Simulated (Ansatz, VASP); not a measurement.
## Two plane-wave programs on MgO

The input INCAR:

```
PREC = Accurate
ENCUT = 520
EDIFF = 1E-8
ISMEAR = -1
SIGMA = 0.05
LREAL = F
LASPH = T
NELM = 100
ALGO = Normal
ISIF = 2
LWAVE = F
LCHARG = F
GGA = PE
LEFG = T
NBANDS = 11
```

The input KPOINTS:

```
regular mesh
0
Gamma
  16 16 16
```

The input POSCAR:

```
MgO
1.0
    0.0000000000      2.1479784625      2.1479784625
    2.1479784625      0.0000000000      2.1479784625
    2.1479784625      2.1479784625      0.0000000000
Mg O
1 1
Direct
    0.0000000000      0.0000000000      0.0000000000
    0.5000000000      0.5000000000      0.5000000000
```

Input for Ansatz:

```yaml
crystal:
  lattice:
    - [0.0, 2.1479784625, 2.1479784625]
    - [2.1479784625, 0.0, 2.1479784625]
    - [2.1479784625, 2.1479784625, 0.0]
  atoms:
    - { symbol: Mg, position: [0.0, 0.0, 0.0] }
    - { symbol: O, position: [0.5, 0.5, 0.5] }
kpoints:
  mp_grid: { grid: [16, 16, 16] }
scf:
  occupations: { method: fermi_dirac, width: 0.05 }
hamiltonian:
  xc: pbe
  pseudopotentials: { kind: paw }
output:
  forces: true
  stress: true
  eigenvalues: true
  efg: { contact_densities: true }
```

Change from the starting cell: volume scaled by 1.03, PAW files.

Alike in both runs: task electric field gradients; functional PBE; k mesh 16 × 16 × 16; occupations fermi-dirac, width 0.05 eV; no spin polarisation.

```csv
,VASP,Ansatz
version,VASP 6.6.1,Ansatz 0.2.0
potentials or method,"VASP PAW PBE potentials, release 64 (Mg, O)","PAW with Ansatz's default frozen-core files, scalar-relativistic"
plane-wave cutoff (eV),520,420
valence electrons in the cell,8,16
```

|  | VASP | Ansatz | Ansatz less VASP |
| --- | --- | --- | --- |
| gap on the k mesh at the Fermi level (eV) | 4.17 | 4.19 | +0.019 |
| pressure (GPa) | -4.9 | -4.1 | +0.73 |

The functional is the same, so the differences come from potentials, cutoffs and numerics. VASP's potentials hold 8 valence electrons a cell and Ansatz's 16, so a difference there can come from the potentials and not from the codes.
